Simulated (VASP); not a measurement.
# Ga (Cmcm) in VASP: vibrations by perturbation theory with LDA

Aim: the vibrations by perturbation theory of Ga with LDA.

All numbers are computed with VASP 6.6.1; they aren't measurements. Logs are shortened: lines on timing, memory, paths and dates and some standing lists are left out, and cuts for length are marked.

### Step 1. The cell of the first run

The structure is orthorhombic, space group Cmcm (No. 63). Conventional cell: a = 2.682 Å, b = 7.771 Å, c = 3.261 Å, α = 90.00°, β = 90.00°, γ = 90.00°. Within 3.5 Å of Ga (site symmetry m2m) lie 10 Ga at 2.64 to 3.26 Å.

### Step 2. Vibrations by perturbation theory, LDA (16.99 Å³/atom)

INCAR reads:

```
SYSTEM = Ga
PREC = Accurate
ENCUT = 520
EDIFF = 1E-8
ISMEAR = -1
SIGMA = 0.15
LREAL = .False.
LASPH = .True.
NELM = 60
ALGO = Fast
ISIF = 2
LWAVE = .False.
LCHARG = .False.
IBRION = 8
NSW = 1
```

KPOINTS reads:

```
regular mesh
0
Gamma
  16 16 14
  0 0 0
```

POSCAR reads:

```
Ga
1.0
    1.3410468443     -3.8856578673      0.0000000000
    1.3410468443      3.8856578673      0.0000000000
    0.0000000000      0.0000000000      3.2609892135
Ga
2
Direct
    0.8664398721      0.1335601279      0.2500000000
    0.1335601279      0.8664398721      0.7500000000
```

Potentials or basis: VASP PAW LDA potentials, release 64 (Ga_d).

On the command line:

```sh
$ cat potpaw_LDA.64/Ga_d/POTCAR > POTCAR
$ mpirun -np 1 vasp_std > vasp.out
```

OUTCAR:

```text
SYSTEM = Ga
   PREC = Accurate
   ENCUT = 520
   EDIFF = 1E-8
   ISMEAR = -1
   LREAL = .False.
   LASPH = .True.
   NELM = 60
   ISIF = 2
   IBRION = 8
   NSW = 1

 ion  position               nearest neighbor table
   1  0.866  0.134  0.250-   2 2.64   2 2.64   2 2.78   2 2.78   2 2.78   2 2.78
   2  0.134  0.866  0.750-   1 2.64   1 2.64   1 2.78   1 2.78   1 2.78   1 2.78

  LATTYP: Found a base centered orthorhombic cell.
 ALAT       =     2.6820936886
 B/A-ratio  =     2.8974810864
 C/A-ratio  =     1.2158371750

  Lattice vectors:

 A1 = (   1.3410468443,  -3.8856578673,   0.0000000000)
 A2 = (   1.3410468443,   3.8856578673,   0.0000000000)
 A3 = (   0.0000000000,   0.0000000000,   3.2609892135)

Analysis of symmetry for initial positions (statically):
=====================================================================
 Subroutine PRICEL returns:
 Original cell was already a primitive cell.

 Routine SETGRP: Setting up the symmetry group for a
 base centered orthorhombic supercell.

 Subroutine GETGRP returns: Found  8 space group operations
 (whereof  4 operations were pure point group operations)
 out of a pool of  8 trial point group operations.

The static configuration has the point symmetry C_2h.
 The point group associated with its full space group is D_2h.

Analysis of symmetry for dynamics (positions and initial velocities):
=====================================================================
 Subroutine PRICEL returns:
 Original cell was already a primitive cell.

 Routine SETGRP: Setting up the symmetry group for a
 base centered orthorhombic supercell.

 Subroutine GETGRP returns: Found  8 space group operations
 (whereof  4 operations were pure point group operations)
 out of a pool of  8 trial point group operations.

The dynamic configuration has the point symmetry C_2h.
 The point group associated with its full space group is D_2h.

 Subroutine INISYM returns: Found  8 space group operations
 (whereof  4 operations are pure point group operations),
 and found     1 'primitive' translations

----------------------------------------------------------------------------------------

                                     Primitive cell

  volume of cell :      33.9850

  direct lattice vectors                    reciprocal lattice vectors
     1.341046844 -3.885657867  0.000000000     0.372843053 -0.128678339  0.000000000
     1.341046844  3.885657867  0.000000000     0.372843053  0.128678339  0.000000000
     0.000000000  0.000000000  3.260989213     0.000000000  0.000000000  0.306655415

  length of vectors
     4.110564888  4.110564888  3.260989213     0.394423703  0.394423703  0.306655415

  position of ions in fractional coordinates (direct lattice)
     0.866439872  0.133560128  0.250000000
     0.133560128  0.866439872  0.750000000

  ion indices of the primitive-cell ions
   primitive index   ion index
                 1           1
                 2           2

----------------------------------------------------------------------------------------

 KPOINTS: regular mesh

Automatic generation of k-mesh.
 Grid dimensions read from file:
 generate k-points for:   16   16   14

 Generating k-lattice:

[... 97 lines left out ...]
   NGX = 15   NGY = 15   NGZ = 13

--------------------------------------- Ionic step        1  -------------------------------------------

 number of electron      26.0000010 magnetization

 Free energy of the ion-electron system (eV)
  ---------------------------------------------------
  ext. energy  EPLUGINS =         0.00000000
  ---------------------------------------------------
  free energy    TOTEN  =        -7.19072171 eV

  energy without entropy =       -7.14399459  energy(sigma->0) =       -7.16735815

 E-fermi :   6.3008     XC(G=0): -11.8231

 val. band max:        6.2865585686   @ k =   0.1875   0.1250   0.2143
 cond. band min:       6.3022805446   @ k =  -0.2500   0.0625   0.5000
 fundamental gap:      0.0157219761
 Fermi energy:         6.3007543699

 k-point     1 :       0.0000    0.0000    0.0000
  band No.  band energies     occupation
      1      -9.1319      2.00000
      2      -9.1281      2.00000
      3      -9.0690      2.00000
      4      -9.0678      2.00000
      5      -8.7201      2.00000
      6      -8.7187      2.00000
[... 457 lines left out ...]
      4      -9.0455      2.00000
      5      -8.7291      2.00000
      6      -8.7222      2.00000
[... 9 lines left out ...]
     16      16.2325      0.00000
     17      17.4171      0.00000

 [... further k-points ...]

------------------------ aborting loop because EDIFF is reached ----------------------------------------

  FORCE on cell =-STRESS in cart. coord.  units (eV):
  Direction    XX          YY          ZZ          XY          YZ          ZX
  --------------------------------------------------------------------------------------
  -------------------------------------------------------------------------------------
  Total        0.3451217      0.3450109      0.3369352      0.0000000      0.0000000      0.0000000
  in kB       16.2702790     16.2650535     15.8843386      0.0000000      0.0000000      0.0000000
  external PRESSURE =      16.1398903 kB  Pullay stress =       0.0000000 kB

 VOLUME and BASIS-vectors are now :
 -----------------------------------------------------------------------------
  energy-cutoff  :      520.00
  volume of cell :       33.99
      direct lattice vectors                 reciprocal lattice vectors
     1.341046844 -3.885657867  0.000000000     0.372843053 -0.128678339  0.000000000
     1.341046844  3.885657867  0.000000000     0.372843053  0.128678339  0.000000000
     0.000000000  0.000000000  3.260989213     0.000000000  0.000000000  0.306655415

 POSITION                                       TOTAL-FORCE (eV/Angst)
 -----------------------------------------------------------------------------------
      1.34105     -2.84772      0.81525         0.000000     -0.000366     -0.000000
      1.34105      2.84772      2.44574         0.000000      0.000366      0.000000
 -----------------------------------------------------------------------------------
    total drift:                                0.000000      0.000000     -0.000000

  FREE ENERGIE OF THE ION-ELECTRON SYSTEM (eV)
  ---------------------------------------------------
  free  energy   TOTEN  =        -7.1907217136 eV

  energy  without entropy=       -7.1439945929  energy(sigma->0) =       -7.16735815

[... ionic steps 2 to 3 ...]

--------------------------------------- Ionic step        4  -------------------------------------------

------------------------ aborting loop because EDIFF is reached ----------------------------------------

--------------------------------------- Ionic step        5  -------------------------------------------

------------------------ aborting loop because EDIFF is reached ----------------------------------------

--------------------------------------- Ionic step        6  -------------------------------------------

 Free energy of the ion-electron system (eV)
  ---------------------------------------------------
  ---------------------------------------------------
  free energy    TOTEN  =        -0.16560029 eV

  energy without entropy =       -0.16560029

------------------------ aborting loop because EDIFF is reached ----------------------------------------

 INTERNAL STRAIN TENSOR  FOR ION    1  DIRECTION 3   (eV/Angst):
 -----------------------------------------------------------------------------
    -0.00920  0.00000  0.00000
     0.00000  0.02242 -0.58127
     0.00000 -0.51761 -0.01495

 INTERNAL STRAIN TENSOR FOR ION    2 for displacements in x,y,z  (eV/Angst):
          X           Y           Z          XY          YZ          ZX
  --------------------------------------------------------------------------------
  x     0.00000     0.00000     0.00000    -0.47579     0.00000     0.00000
  y    -2.97964     1.75271     0.49281     0.00000     0.00000     0.00000
  z     0.00000     0.00000     0.00000     0.00000     0.51761     0.00000

 SECOND DERIVATIVES (NOT SYMMETRIZED)
 ------------------------------------
               1X          1Y          1Z          2X          2Y          2Z
  1X    -0.304148    0.000000    0.000000    0.304148    0.000000    0.000000
  1Y     0.000000   -5.271483    0.000000    0.000000    5.271483    0.000000
  1Z     0.000000    0.000000   -2.242372    0.000000   -0.000000    2.242372
  2X     0.304148    0.000000    0.000000   -0.304148    0.000000    0.000000
  2Y     0.000000    5.271483    0.000000    0.000000   -5.271483    0.000000
  2Z     0.000000   -0.000000    2.242372    0.000000    0.000000   -2.242372

 Eigenvectors and eigenvalues of the dynamical matrix
 ----------------------------------------------------

   1 f  =    6.079167 THz    38.196534 2PiTHz  202.779189 cm-1    25.141404 meV
             X         Y         Z           dx          dy          dz
      1.341047 -2.847720  0.815247     0.000000   -0.707107    0.000000
      1.341047  2.847720  2.445742    -0.000000    0.707107   -0.000000
[... 11 lines left out ...]
   4 f  =    0.000000 THz     0.000000 2PiTHz    0.000001 cm-1     0.000000 meV
             X         Y         Z           dx          dy          dz
      1.341047 -2.847720  0.815247     0.619023    0.340893    0.024546
      1.341047  2.847720  2.445742     0.619023    0.340893    0.024546

   5 f/i=    0.000000 THz     0.000000 2PiTHz    0.000003 cm-1     0.000000 meV
             X         Y         Z           dx          dy          dz
      1.341047 -2.847720  0.815247     0.339011   -0.605984   -0.133623
      1.341047  2.847720  2.445742     0.339011   -0.605984   -0.133623

   6 f/i=    0.000000 THz     0.000001 2PiTHz    0.000003 cm-1     0.000000 meV
             X         Y         Z           dx          dy          dz
      1.341047 -2.847720  0.815247     0.043383   -0.128746    0.693933
      1.341047  2.847720  2.445742     0.043383   -0.128746    0.693933

--------------------------------------------------------------------------------------------------------

 ELASTIC MODULI CONTR FROM IONIC RELAXATION (kBar)
 Direction    XX          YY          ZZ          XY          YZ          ZX
 --------------------------------------------------------------------------------
 XX         -79.3995     46.7049     13.1319      0.0000     -0.0000      0.0000
 YY          46.7049    -27.4731     -7.7246      0.0000      0.0000      0.0000
 ZZ          13.1319     -7.7246     -2.1719      0.0000      0.0000      0.0000
 XY           0.0000      0.0000      0.0000    -35.0889      0.0000      0.0000
 YZ          -0.0000      0.0000      0.0000      0.0000     -5.6328      0.0000
 ZX           0.0000      0.0000      0.0000      0.0000      0.0000      0.0000
 --------------------------------------------------------------------------------
```

It took 1.8 h on 1 thread of Oxide Virtual Turin-like, shared host; peak memory 1.1 GiB.

What came out:

```yaml
Highest_phonon_frequency_at_Γ: 203 cm⁻¹
```

Phonon frequencies in cm⁻¹ (negative: imaginary):
```tsv
q point	frequencies
(0.000, 0.000, 0.000)	0 0 0 49 132 203
```

Caveat: the cell stands under pressure or tension, which shifts response properties.
